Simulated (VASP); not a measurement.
# Ba (P4/mmm) in VASP: a series of runs

Runs on Ba. Level: LDA. Tasks: single point.

All numbers are computed with VASP 6.6.1; they aren't measurements. Logs are shortened: lines on timing, memory, paths and dates and some standing lists are left out, and cuts for length are marked.

## 1. The cell of the first run

It takes space group P4/mmm (No. 123, tetragonal). Conventional cell: a = 3.866 Å, b = 3.866 Å, c = 3.606 Å, α = 90.00°, β = 90.00°, γ = 90.00°. Ba (site symmetry 4/mmm) has 6 Ba at 3.61 to 3.87 Å within 4.7 Å.

## 2. Single point, LDA

INCAR

```
ALGO = Normal
EDIFF = 1E-7
ENCUT = 520
ISIF = 2
ISMEAR = -1
LASPH = T
LCHARG = T
LELF = T
LREAL = F
LVHAR = T
LWAVE = F
NBANDS = 11
NELM = 80
PREC = Accurate
SIGMA = 0.1
```

KPOINTS

```
k-points
0
Gamma
  9 9 10
```

POSCAR

```
Ba
1.0
    3.8663283333      0.0000000000      0.0000000000
    0.0000000000      3.8663283333      0.0000000000
    0.0000000000      0.0000000000      3.6055390000
Ba
1
Direct
    0.5000000000      0.5000000000      0.5000000000
```

Potentials or basis: VASP PAW LDA potentials, release 64 (Ba_sv).

The run is started by

```
cat potpaw_LDA.64/Ba_sv/POTCAR > POTCAR
mpirun -np 1 vasp_std > vasp.out
```

OUTCAR:

```text
EDIFF = 1E-7
   ENCUT = 520
   ISIF = 2
   ISMEAR = -1
   LASPH = T
   LREAL = F
   NELM = 80
   PREC = Accurate

 ion  position               nearest neighbor table
   1  0.500  0.500  0.500-

  LATTYP: Found a simple tetragonal cell.
 ALAT       =     3.8663283333
 C/A-ratio  =     0.9325485808

  Lattice vectors:

 A1 = (   3.8663283333,   0.0000000000,   0.0000000000)
 A2 = (   0.0000000000,   3.8663283333,   0.0000000000)
 A3 = (   0.0000000000,   0.0000000000,   3.6055390000)

Analysis of symmetry for initial positions (statically):
=====================================================================
 Subroutine PRICEL returns:
 Original cell was already a primitive cell.

 Routine SETGRP: Setting up the symmetry group for a
 simple tetragonal supercell.

 Subroutine GETGRP returns: Found 16 space group operations
 (whereof 16 operations were pure point group operations)
 out of a pool of 16 trial point group operations.

The static configuration has the point symmetry D_4h.

Analysis of symmetry for dynamics (positions and initial velocities):
=====================================================================
 Subroutine PRICEL returns:
 Original cell was already a primitive cell.

 Routine SETGRP: Setting up the symmetry group for a
 simple tetragonal supercell.

 Subroutine GETGRP returns: Found 16 space group operations
 (whereof 16 operations were pure point group operations)
 out of a pool of 16 trial point group operations.

The dynamic configuration has the point symmetry D_4h.

 Subroutine INISYM returns: Found 16 space group operations
 (whereof 16 operations are pure point group operations),
 and found     1 'primitive' translations

----------------------------------------------------------------------------------------

                                     Primitive cell

  volume of cell :      53.8974

  direct lattice vectors                    reciprocal lattice vectors
     3.866328333  0.000000000  0.000000000     0.258643321  0.000000000  0.000000000
     0.000000000  3.866328333  0.000000000     0.000000000  0.258643321  0.000000000
     0.000000000  0.000000000  3.605539000     0.000000000  0.000000000  0.277351042

  length of vectors
     3.866328333  3.866328333  3.605539000     0.258643321  0.258643321  0.277351042

  position of ions in fractional coordinates (direct lattice)
     0.500000000  0.500000000  0.500000000

  ion indices of the primitive-cell ions
   primitive index   ion index
                 1           1

[... 74 lines left out ...]
   NSW    =      0    number of steps for IOM
   IBRION =     -1    ionic relax: 0-MD 1-quasi-New 2-CG
   NFREE  =      0    steps in history (QN), initial steepest desc. (CG)
   ISIF   =      2    stress and relaxation
   ISYM   =      2    0-nonsym 1-usesym 2-fastsym
   POTIM  = 0.5000    time-step for ionic-motion
   TEBEG  =    0.0;   TEEND  =   0.0 temperature during run
   PSTRESS=    0.0 pullay stress
   NELECT =      10.0000    total number of electrons
   NUPDOWN=      -1.0000    fix difference up-down
   EMIN   =  10.00;   EMAX   =-10.00  energy-range for DOS
   EFERMI =   0.00;   METHOD = LEGACY
   ISMEAR =    -1;   SIGMA  =   0.10  broadening in eV -4-tet -1-fermi 0-gaus
   EFERMI_NEDOS =   21; number of points for ismear=-14 and -15
   IALGO  =     38    algorithm
   IMIX   =      4    mixing-type and parameters
     AMIX     =   0.40;   BMIX     =  1.00
     AMIX_MAG =   1.60;   BMIX_MAG =  1.00
  volume/ion in A,a.u.               =      53.90       363.72
  Fermi-wavevector in a.u.,A,eV,Ry     =   0.933725  1.764484 11.862133  0.871842
  Thomas-Fermi vector in A             =   2.060456
   LORBIT       =      0    0 simple, 1 ext, 2 COOP (PROOUT), +10 PAW based schemes
   GGA     = CA    functional components
   LHFCALC =     F    Hartree Fock is set to
   AEXX    =    0.0000 exact exchange contribution
   IVDW    =     0    specifies the selected vdW correction
   LEPSILON=     F    determine dielectric tensor
   LRPA    =     F    only Hartree local field effects (RPA)
 non-spin polarized calculation
  energy-cutoff  :      520.00
  volume of cell :       53.90
 maximum number of plane-waves:      1466
 NGX is ok and might be reduce to    30
   NGX = 15   NGY = 15   NGZ = 13

 number of electron      10.0000001 magnetization

 Free energy of the ion-electron system (eV)
  ---------------------------------------------------
  ext. energy  EPLUGINS =         0.00000000
  ---------------------------------------------------
  free energy    TOTEN  =        -1.95748526 eV

  energy without entropy =       -1.91511148  energy(sigma->0) =       -1.93629837

 E-fermi :   1.8708     XC(G=0):  -8.1156

 val. band max:        1.8338816191   @ k =   0.4444   0.1111   0.2000
 cond. band min:       1.9021268136   @ k =   0.1111   0.1111   0.0000
 fundamental gap:      0.0682451946
 Fermi energy:         1.8708053038

 k-point     1 :       0.0000    0.0000    0.0000
  band No.  band energies     occupation
      1     -27.0414      2.00000
      2     -11.8093      2.00000
      3     -11.8093      2.00000
      4     -11.5328      2.00000
      5      -0.6984      2.00000
      6       1.7312      1.60303
      7       1.7571      1.51430
      8       7.0789      0.00000
      9       7.6816      0.00000
     10       7.6816      0.00000
     11       9.9112      0.00000
[... 309 lines left out ...]
 k-point    24 :       0.4444    0.1111    0.1000
  band No.  band energies     occupation
      1     -26.9421      2.00000
      2     -12.6357      2.00000
      3     -11.8206      2.00000
      4     -11.6050      2.00000
      5       1.5466      1.92476
      6       2.5604      0.00202
      7       2.6803      0.00061
      8       4.3739      0.00000
      9       5.8182      0.00000
     10       7.0080      0.00000
     11       9.0421      0.00000

 [... further k-points ...]
[... 5 lines left out ...]
  --------------------------------------------------------------------------------------
  -------------------------------------------------------------------------------------
  Total       -0.3416350     -0.3416350      0.4655962      0.0000000     -0.0000000      0.0000000
  in kB      -10.1555932    -10.1555932     13.8405178      0.0000000     -0.0000000      0.0000000
  external PRESSURE =      -2.1568895 kB  Pullay stress =       0.0000000 kB

 VOLUME and BASIS-vectors are now :
 -----------------------------------------------------------------------------
  energy-cutoff  :      520.00
  volume of cell :       53.90
      direct lattice vectors                 reciprocal lattice vectors
     3.866328333  0.000000000  0.000000000     0.258643321  0.000000000  0.000000000
     0.000000000  3.866328333  0.000000000     0.000000000  0.258643321  0.000000000
     0.000000000  0.000000000  3.605539000     0.000000000  0.000000000  0.277351042

 POSITION                                       TOTAL-FORCE (eV/Angst)
 -----------------------------------------------------------------------------------
      1.93316      1.93316      1.80277         0.000000      0.000000      0.000000
 -----------------------------------------------------------------------------------
    total drift:                                0.000000      0.000000      0.000000

  FREE ENERGIE OF THE ION-ELECTRON SYSTEM (eV)
  ---------------------------------------------------
  free  energy   TOTEN  =        -1.9574852554 eV

  energy  without entropy=       -1.9151114769  energy(sigma->0) =       -1.93629837
```

stdout:

```text
POSCAR found type information on POSCAR Ba
 POSCAR found :  1 types and       1 ions
 scaLAPACK will be used
 LDA part: xc-table for (Slater(with rela. corr.)+CA(PZ))
 , standard interpolation
 POSCAR, INCAR and KPOINTS ok, starting setup
 FFT: planning ... GRIDC
 FFT: planning ... GRID_SOFT
 FFT: planning ... GRID
 WAVECAR not read
 entering main loop
```

Wall time 52 s (1 thread of Intel Xeon Platinum 8375C at 2.90GHz (Ice Lake), shared host); peak memory 0.18 GiB.

What came out:

- Free energy: -1.9575 eV
- Pressure: -0.2 GPa
- Band gap on the k mesh: zero (band 5 reaches 1.99 eV, above the bottom of band 6 at 1.59 eV)

Levels at points of the mesh, in eV from the Fermi level:
```csv
k point,band 2,band 3,band 4,band 5,band 6,band 7,band 8,band 9
"(0.00, 0.00, 0.00)",-13.68,-13.68,-13.40,-2.57,-0.14,-0.11,5.21,5.81
"(0.00, 0.00, 0.50)",-14.87,-13.52,-13.52,-0.38,0.77,1.46,2.43,2.43
```

Caveat: spin-orbit coupling is left out, which moves the levels of the heavy elements.

(Part 1 of 2 ends here.)
